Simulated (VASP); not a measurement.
Input of a VASP 6.6.1 run:

File INCAR:

```
ALGO = Normal
EDIFF = 1E-6
ENCUT = 520
GGA = RE
ISIF = 2
ISMEAR = -1
LASPH = T
LCHARG = F
LREAL = F
LWAVE = F
NBANDS = 11
NELM = 100
PREC = Accurate
SIGMA = 0.1
```

The input KPOINTS:

```
k-points
0
Gamma
  13 13 13
```

Contents of POSCAR:

```
Pd
1.0
    2.6361510041      0.0000000000      0.0000000000
    0.0000000000      2.6361510041      0.0000000000
    0.0000000000      0.0000000000      2.6361510041
Pd
1
Direct
    0.0000000000      0.0000000000      0.0000000000
```

Potentials or basis: VASP PAW PBE potentials, release 64 (Pd).

Run with:

```console
$ cat potpaw_PBE.64/Pd/POTCAR > POTCAR
$ mpirun -np 1 vasp_std > vasp.out
```

**Question.** What does it give for the pressure?

**Answer.** -0.4 GPa.

**Question.** Predict the band gap on the k mesh.

**Answer.** Zero (band 5 reaches 7.90 eV, above the bottom of band 6 at 6.31 eV).

Caveat: the PAW data sets were made with another functional, which shifts forces and pressure a little.
